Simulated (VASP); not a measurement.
Wanted: the native input for a VASP 6.6.1 run.

```yaml
Task: single point
Functional: PBE
Potentials_or_basis: VASP PAW PBE potentials, release 64 (Cs_sv, Zn)
Cutoff: 520 eV
k_mesh: 6 × 6 × 6
Occupations: gaussian, width 0.1 eV
Spin: no spin polarisation
Dipole_correction: no
Further_INCAR_settings: ALGO = Fast; EDIFF = 1e-06; NBANDS = 24
```

The structure of CsZn2 lies in POSCAR:

```
CsZn2
1.0
    4.5229288729      0.0000000000      0.0000000000
   -2.2614644364      3.9169713035      0.0000000000
    0.0000000000      0.0000000000      5.8291408550
Cs Zn
1 2
Direct
    0.0000000000      0.0000000000      0.0000000000
    0.3333333333      0.6666666667      0.5000000000
    0.6666666667      0.3333333333      0.5000000000
```

The input as run:

INCAR

```
  PREC = Accurate
  ENCUT = 520
  EDIFF = 1E-6
  ISMEAR = 0
  SIGMA = 0.1
  LREAL = False
  LASPH = True
  NELM = 100
  ALGO = Fast
  ISIF = 2
  LWAVE = False
  LCHARG = True
  GGA = PE
  LELF = True
  LVHAR = True
  NBANDS = 24
```

KPOINTS

```
Automatic mesh
0
Gamma
  6 6 6
```

Potentials or basis: VASP PAW PBE potentials, release 64 (Cs_sv, Zn).

Command:

```bash
$ cat potpaw_PBE.64/Cs_sv/POTCAR potpaw_PBE.64/Zn/POTCAR > POTCAR
$ mpirun -np 1 vasp_std > vasp.out
```

It gave:

| Quantity | Value |
| --- | --- |
| Pressure | 0.3 GPa |

Wall time 32 s on 1 thread of Intel(R) Xeon(R) 6975P-C (Granite Rapids), on a shared host, peak memory 0.26 GiB.
